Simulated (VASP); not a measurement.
# C (Fd-3m) in VASP: notebook, part 2 of 2

VASP 6.6.1.

**3. Single point, PBE0**

This run uses another cell than the first one, of 5.44 Å³/atom.

File POSCAR:

```
C
1.0
    0.0000000000      1.7592674508      1.7592674508
    1.7592674508      0.0000000000      1.7592674508
    1.7592674508      1.7592674508      0.0000000000
C
2
Direct
    0.7500000000      0.7500000000      0.7500000000
    0.5000000000      0.5000000000      0.5000000000
```

File INCAR.step1:

```
SYSTEM = C
ALGO     = Normal         ! electronic algorithm
EDIFF    = 1E-5           ! SCF threshold, eV
ENCUT    = 520            ! plane-wave cutoff, eV
GGA      = PE             ! functional
ISIF     = 2              ! what is computed and relaxed
ISMEAR   = -1             ! smearing method
LASPH    = .TRUE.         ! aspherical terms in the spheres
LREAL    = .FALSE.        ! projectors in reciprocal space
LWAVE    = .TRUE.         ! write WAVECAR
NBANDS   = 11             ! bands
NELM     = 80             ! most SCF steps
PREC     = Accurate       ! precision mode
SIGMA    = 0.05           ! smearing width, eV
```

File INCAR.step2:

```
SYSTEM = C
AEXX     = 0.25           ! exact-exchange fraction
ALGO     = Normal         ! electronic algorithm
EDIFF    = 1E-7           ! SCF threshold, eV
ENCUT    = 520            ! plane-wave cutoff, eV
GGA      = PE             ! functional
ISIF     = 2              ! what is computed and relaxed
ISMEAR   = -1             ! smearing method
ISTART   = 1            
LASPH    = .TRUE.         ! aspherical terms in the spheres
LCHARG   = .TRUE.         ! write CHGCAR
LELF     = .TRUE.         ! ELF
LHFCALC  = .TRUE.         ! exact exchange
LREAL    = .FALSE.        ! projectors in reciprocal space
LVHAR    = .TRUE.       
LWAVE    = .FALSE.        ! write WAVECAR
NBANDS   = 11             ! bands
NELM     = 80             ! most SCF steps
PREC     = Accurate       ! precision mode
PRECFOCK = Normal       
SIGMA    = 0.05           ! smearing width, eV
```

File KPOINTS:

```
k-points
0
G
  7 7 7
  0 0 0
```

Potentials or basis: VASP PAW PBE potentials, release 64 (C).

Started as:

```sh
cat potpaw_PBE.64/C/POTCAR > POTCAR
cp INCAR.step1 INCAR
mpirun -np 1 vasp_std > vasp.out
cp INCAR.step2 INCAR
mpirun -np 1 vasp_std > vasp.out
```

OUTCAR:

```text
SYSTEM = C
   AEXX = 0.25
   EDIFF = 1E-7
   ENCUT = 520
   GGA = PE
   ISIF = 2
   ISMEAR = -1
   ISTART = 1
   LASPH = .TRUE.
   LHFCALC = .TRUE.
   LREAL = .FALSE.
   NELM = 80
   PREC = Accurate
   PRECFOCK = Normal

 ion  position               nearest neighbor table
   1  0.750  0.750  0.750-   2 1.52   2 1.52   2 1.52   2 1.52
   2  0.500  0.500  0.500-   1 1.52   1 1.52   1 1.52   1 1.52

  LATTYP: Found a face centered cubic cell.
 ALAT       =     3.5185349016

  Lattice vectors:

 A1 = (   0.0000000000,   1.7592674508,   1.7592674508)
 A2 = (   1.7592674508,   0.0000000000,   1.7592674508)
 A3 = (   1.7592674508,   1.7592674508,   0.0000000000)

Analysis of symmetry for initial positions (statically):
=====================================================================
 Subroutine PRICEL returns:
 Original cell was already a primitive cell.

 Routine SETGRP: Setting up the symmetry group for a
 face centered cubic supercell.

 Subroutine GETGRP returns: Found 48 space group operations
 (whereof 24 operations were pure point group operations)
 out of a pool of 48 trial point group operations.

The static configuration has the point symmetry T_d .
 The point group associated with its full space group is O_h .

Analysis of symmetry for dynamics (positions and initial velocities):
=====================================================================
 Subroutine PRICEL returns:
 Original cell was already a primitive cell.

 Routine SETGRP: Setting up the symmetry group for a
 face centered cubic supercell.

 Subroutine GETGRP returns: Found 48 space group operations
 (whereof 24 operations were pure point group operations)
 out of a pool of 48 trial point group operations.

The dynamic configuration has the point symmetry T_d .
 The point group associated with its full space group is O_h .

 Subroutine INISYM returns: Found 48 space group operations
 (whereof 24 operations are pure point group operations),
 and found     1 'primitive' translations

----------------------------------------------------------------------------------------

                                     Primitive cell

  volume of cell :      10.8899

  direct lattice vectors                    reciprocal lattice vectors
     0.000000000  1.759267451  1.759267451    -0.284209203  0.284209203  0.284209203
     1.759267451  0.000000000  1.759267451     0.284209203 -0.284209203  0.284209203
     1.759267451  1.759267451  0.000000000     0.284209203  0.284209203 -0.284209203

  length of vectors
     2.487979889  2.487979889  2.487979889     0.492264780  0.492264780  0.492264780

  position of ions in fractional coordinates (direct lattice)
     0.750000000  0.750000000  0.750000000
     0.500000000  0.500000000  0.500000000

  ion indices of the primitive-cell ions
   primitive index   ion index
                 1           1
                 2           2

[... 49 lines left out ...]
   number of dos      NEDOS =    301   number of ions     NIONS =      2
   total plane-waves  NPLWV =   8000
   dimension x,y,z NGX =    20 NGY =   20 NGZ =   20
   dimension x,y,z NGXF=    40 NGYF=   40 NGZF=   40
   ions per type =               2
   NGX,Y,Z   is equivalent  to a cutoff of  13.36, 13.36, 13.36 a.u.
   NGXF,Y,Z  is equivalent  to a cutoff of  26.73, 26.73, 26.73 a.u.
 SYSTEM =  C
   PREC   = accura    normal or accurate (medium, high low for compatibility)
   ISTART =      1    job   : 0-new  1-cont  2-samecut
   ICHARG =      0    charge: 1-file 2-atom 10-const
   ISPIN  =      1    spin polarized calculation?
   LNONCOLLINEAR =      F non collinear calculations
   LSORBIT =      F    spin-orbit coupling
   LASPH  =      T    aspherical Exc in radial PAW
   ENCUT  =  520.0 eV  38.22 Ry    6.18 a.u.   4.63  4.63  4.63*2*pi/ulx,y,z
   NELM   =     80;   NELMIN=  2; NELMDL=  0     # of ELM steps
   EDIFF  = 0.1E-06   stopping-criterion for ELM
   LREAL  =      F    real-space projection
   EDIFFG = 0.1E-05   stopping-criterion for IOM
   NSW    =      0    number of steps for IOM
   IBRION =     -1    ionic relax: 0-MD 1-quasi-New 2-CG
   NFREE  =      0    steps in history (QN), initial steepest desc. (CG)
   ISIF   =      2    stress and relaxation
   ISYM   =      3    0-nonsym 1-usesym 2-fastsym
   POTIM  = 0.5000    time-step for ionic-motion
   TEBEG  =    0.0;   TEEND  =   0.0 temperature during run
   PSTRESS=    0.0 pullay stress
   NELECT =       8.0000    total number of electrons
   NUPDOWN=      -1.0000    fix difference up-down
   EMIN   =  10.00;   EMAX   =-10.00  energy-range for DOS
   EFERMI =   0.00;   METHOD = LEGACY
   ISMEAR =    -1;   SIGMA  =   0.05  broadening in eV -4-tet -1-fermi 0-gaus
   EFERMI_NEDOS =   21; number of points for ismear=-14 and -15
   IALGO  =     38    algorithm
   IMIX   =      1    mixing-type and parameters
     AMIX     =   0.40;   BMIX     =  1.00
     AMIX_MAG =   1.60;   BMIX_MAG =  1.00
  volume/ion in A,a.u.               =       5.44        36.74
  Fermi-wavevector in a.u.,A,eV,Ry     =   1.477167  2.791441 29.688220  2.182023
  Thomas-Fermi vector in A             =   2.591604
   LORBIT       =      0    0 simple, 1 ext, 2 COOP (PROOUT), +10 PAW based schemes
   GGA     = PE    functional components
   LHFCALC =     T    Hartree Fock is set to
   PRECFOCK=normal    Normal, Fast or Accurate (Low or Medium for compatibility)
   ENCUT4O =  -1.0   cutoff for four orbital integrals eV
   NKREDX  =     1    reduce k-point grid by
   NKREDY  =     1    reduce k-point grid by
   NKREDZ  =     1    reduce k-point grid by
   AEXX    =    0.2500 exact exchange contribution
   HFSCREEN=    0.0000 screening length (either q_TF or 0.3 A-1)
   HFSCREENC=   0.0000 screening length for correlation (either q_TF or 0.3 A-1)
   ENCUTFOCK=  -1.0 apply spherical cutoff to Coloumb kernel
   IVDW    =     0    specifies the selected vdW correction
   LEPSILON=     F    determine dielectric tensor
   LRPA    =     F    only Hartree local field effects (RPA)
 non-spin polarized calculation
  energy-cutoff  :      520.00
  volume of cell :       10.89
 maximum number of plane-waves:       304
  NGX = 14; NGY = 14; NGZ = 14

 number of electron       7.9999999 magnetization

 Free energy of the ion-electron system (eV)
  ---------------------------------------------------
  ext. energy  EPLUGINS =         0.00000000
  ---------------------------------------------------
  free energy    TOTEN  =       -22.12434432 eV

  energy without entropy =      -22.12434432  energy(sigma->0) =      -22.12434432

 E-fermi :  10.4231     XC(G=0): -10.5637

 val. band max:        9.3212213923   @ k =   0.0000   0.0000   0.0000
 cond. band min:      15.5956083965   @ k =   0.4286   0.4286   0.0000
 fundamental gap:      6.2743870042
 Fermi energy:        10.4230794801

 k-point     1 :       0.0000    0.0000    0.0000
  band No.  band energies     occupation
      1     -14.8409      2.00000
      2       9.3212      2.00000
      3       9.3212      2.00000
      4       9.3212      2.00000
      5      17.1732      0.00000
      6      17.1732      0.00000
      7      17.1732      0.00000
      8      26.3702      0.00000
      9      31.5321      0.00000
     10      38.8894      0.00000
     11      38.8894      0.00000
[... 253 lines left out ...]
 k-point    20 :      -0.2857    0.4286    0.1429
  band No.  band energies     occupation
      1      -5.3641      2.00000
      2      -3.5006      2.00000
      3      -1.0575      2.00000
      4       1.8332      2.00000
      5      19.8304      0.00000
      6      23.8132      0.00000
      7      25.4420      0.00000
      8      26.2868      0.00000
      9      32.0151      0.00000
     10      36.0093      0.00000
     11      40.6097      0.00000

------------------------ aborting loop because EDIFF is reached ----------------------------------------

  FORCE on cell =-STRESS in cart. coord.  units (eV):
  Direction    XX          YY          ZZ          XY          YZ          ZX
  --------------------------------------------------------------------------------------
  -------------------------------------------------------------------------------------
  Total        0.8217953      0.8217953      0.8217953     -0.0000000     -0.0000000      0.0000000
  in kB      120.9062178    120.9062178    120.9062178     -0.0000000     -0.0000000      0.0000000
  external PRESSURE =     120.9062178 kB  Pullay stress =       0.0000000 kB

 VOLUME and BASIS-vectors are now :
 -----------------------------------------------------------------------------
  energy-cutoff  :      520.00
  volume of cell :       10.89
      direct lattice vectors                 reciprocal lattice vectors
     0.000000000  1.759267451  1.759267451    -0.284209203  0.284209203  0.284209203
     1.759267451  0.000000000  1.759267451     0.284209203 -0.284209203  0.284209203
     1.759267451  1.759267451  0.000000000     0.284209203  0.284209203 -0.284209203

 POSITION                                       TOTAL-FORCE (eV/Angst)
 -----------------------------------------------------------------------------------
      2.63890      2.63890      2.63890        -0.000000     -0.000000     -0.000000
      1.75927      1.75927      1.75927         0.000000      0.000000      0.000000
 -----------------------------------------------------------------------------------
    total drift:                               -0.000000      0.000000     -0.000000

  FREE ENERGIE OF THE ION-ELECTRON SYSTEM (eV)
  ---------------------------------------------------
  free  energy   TOTEN  =       -22.1243443150 eV

  energy  without entropy=      -22.1243443150  energy(sigma->0) =      -22.12434432
```

It took 4.3 min on 1 thread of Intel Xeon Platinum 8259CL at 2.50GHz (Skylake/Cascade Lake), shared host; peak memory 0.12 GiB.

What came out:

* Free energy: -22.1243 eV
* Pressure: 12.1 GPa
* Band gap on the k mesh: 6.27 eV (least direct gap 7.85 eV)

Caveat: the k points lie up to 0.44 Å⁻¹ apart; the PAW data sets were made with another functional, which shifts forces and pressure a little; an odd mesh through Γ misses points on the zone boundary, where band edges can lie.

**4. Single point, PBE0**

This run uses another cell than the first one, of 5.56 Å³/atom.

File POSCAR:

```
C
1.0
    0.0000000000      1.7714007132      1.7714007132
    1.7714007132      0.0000000000      1.7714007132
    1.7714007132      1.7714007132      0.0000000000
C
2
Direct
    0.7500000000      0.7500000000      0.7500000000
    0.5000000000      0.5000000000      0.5000000000
```

File INCAR.step1:

```
PREC     = Accurate       # precision mode
ENCUT    = 520            # plane-wave cutoff, eV
EDIFF    = 1E-5           # SCF threshold, eV
ISMEAR   = -1             # smearing method
SIGMA    = 0.05           # smearing width, eV
LREAL    = False          # projectors in reciprocal space
LASPH    = True           # aspherical terms in the spheres
NELM     = 60             # most SCF steps
ALGO     = Normal         # electronic algorithm
ISIF     = 2              # what is computed and relaxed
LWAVE    = True           # write WAVECAR
LCHARG   = False          # write CHGCAR
NBANDS   = 11             # bands
GGA      = PE             # functional
```

File INCAR.step2:

```
PREC     = Accurate       # precision mode
ENCUT    = 520            # plane-wave cutoff, eV
EDIFF    = 1E-6           # SCF threshold, eV
ISMEAR   = -1             # smearing method
SIGMA    = 0.05           # smearing width, eV
LREAL    = False          # projectors in reciprocal space
LASPH    = True           # aspherical terms in the spheres
NELM     = 60             # most SCF steps
ALGO     = Normal         # electronic algorithm
ISIF     = 2              # what is computed and relaxed
LWAVE    = False          # write WAVECAR
LCHARG   = False          # write CHGCAR
GGA      = PE             # functional
LHFCALC  = True           # exact exchange
AEXX     = 0.25           # exact-exchange fraction
PRECFOCK = Normal       
NBANDS   = 11             # bands
ISTART   = 1
```

File KPOINTS:

```
Automatic mesh
0
Gamma
  7 7 7
```

Started as:

```sh
cat potpaw_PBE.64/C/POTCAR > POTCAR
cp INCAR.step1 INCAR
mpirun -np 1 vasp_std > vasp.out
cp INCAR.step2 INCAR
mpirun -np 1 vasp_std > vasp.out
```

Run time: 3.8 min. Hardware: 1 thread of Intel Xeon Platinum 8259CL at 2.50GHz (Skylake/Cascade Lake), shared host; peak memory 0.12 GiB.

It converged, with:

```yaml
Free_energy: -22.1346 eV
Pressure: 1.8 GPa
Band_gap_on_the_k_mesh: 6.22 eV (least direct gap 7.79 eV)
```

Levels at points of the mesh, in eV from the valence-band top:
```tsv
k point	band 2	band 3	band 4	band 5	band 6	band 7
(0.00, 0.00, 0.00)	0.00	0.00	0.00	7.79	7.79	7.79
```

Caveat: the k points lie up to 0.44 Å⁻¹ apart; the PAW data sets were made with another functional, which shifts forces and pressure a little; an odd mesh through Γ misses points on the zone boundary, where band edges can lie.

**5. Summary**

```csv
cell,gap on the mesh (eV),pressure (GPa)
"a = 2.471 Å, angles 60.0°, 2 atoms",6.33,23.3
"a = 2.488 Å, angles 60.0°, 2 atoms",6.27,12.1
"a = 2.505 Å, angles 60.0°, 2 atoms",6.22,1.8
```

Alike in all rows: task single point; level PBE0; potentials or basis VASP PAW PBE potentials, release 64 (C); no spin polarisation; k mesh 7 × 7 × 7; cutoff (eV) 520; smearing fermi-dirac 0.05 eV.

Caveats: all runs use coarse meshes; the PAW data sets were made with another functional, which shifts forces and pressure a little; an odd mesh through Γ misses points on the zone boundary, where band edges can lie.

Total energies depend on the potentials used, so only differences within one code and one set of settings carry meaning.
